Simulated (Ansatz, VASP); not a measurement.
**One calculation of Bi2Te3, two programs**

File INCAR:

```
SYSTEM = Bi2Te3
PREC     = Accurate       ! precision mode
ENCUT    = 520            ! plane-wave cutoff, eV
EDIFF    = 1E-6           ! SCF threshold, eV
ISMEAR   = -1             ! smearing method
SIGMA    = 0.1            ! smearing width, eV
LREAL    = .FALSE.        ! projectors in reciprocal space
LASPH    = .TRUE.         ! aspherical terms in the spheres
NELM     = 60             ! most SCF steps
ALGO     = Normal         ! electronic algorithm
ISIF     = 2              ! what is computed and relaxed
LWAVE    = .FALSE.        ! write WAVECAR
LCHARG   = .FALSE.        ! write CHGCAR
GGA      = PE             ! functional
NBANDS   = 32             ! bands
```

The input KPOINTS:

```
Automatic mesh
0
G
  6 6 6
  0 0 0
```

Contents of POSCAR:

```
Bi2Te3
1.0
    2.2158372632      1.2793141707      9.9797126481
   -2.2158372632      1.2793141707      9.9797126481
    0.0000000000     -2.5586283413      9.9797126481
Bi Te
2 3
Direct
    0.1880000000      0.1880000000      0.1880000000
    0.5980000000      0.5980000000      0.5980000000
    0.3890000000      0.3890000000      0.3890000000
    0.8000000000      0.8000000000      0.8000000000
    0.0000000000      0.0000000000      0.0000000000
```

Input for Ansatz:

```yaml
crystal:
  lattice:
    - [2.2158372632027037, 1.2793141706542799, 9.979712648072741]
    - [-2.2158372632027037, 1.2793141706542799, 9.979712648072741]
    - [0.0, -2.5586283413085598, 9.979712648072741]
  atoms:
    - { symbol: Bi, position: [0.188, 0.188, 0.188] }
    - { symbol: Bi, position: [0.598, 0.598, 0.598] }
    - { symbol: Te, position: [0.389, 0.389, 0.389] }
    - { symbol: Te, position: [0.8, 0.8, 0.8] }
    - { symbol: Te, position: [0.0, 0.0, 0.0] }
basis:
  ecutwfc: 500.0
kpoints:
  mp_grid:
    grid: [6, 6, 6]
hamiltonian:
  xc: pbe
scf:
  occupations:
    method: fermi_dirac
    width: 0.1
output:
  stress: true
```

Alike in both runs: task single point; functional PBE; k mesh 6 × 6 × 6; occupations fermi-dirac, width 0.1 eV; no spin polarisation.

|  | VASP | Ansatz |
| --- | --- | --- |
| version | VASP 6.6.1 | Ansatz 0.2.0 |
| potentials or method | VASP PAW PBE potentials, release 64 (Bi_d, Te), cutoff 520 eV | plane waves, PAW |
| valence electrons in the cell | 48 | 78 |

```csv
,VASP,Ansatz,Ansatz less VASP
pressure (GPa),1.2,1.2,+0.03
"traceless stress, the component that is largest in VASP (GPa)",-0.72,-0.71,+0.011
```

With one functional, cell and mesh, what is left measures potentials, basis and numerics. VASP's potentials hold 48 valence electrons a cell and Ansatz's 78, so a difference there can come from the potentials and not from the codes.

Neither program's run includes spin-orbit coupling.
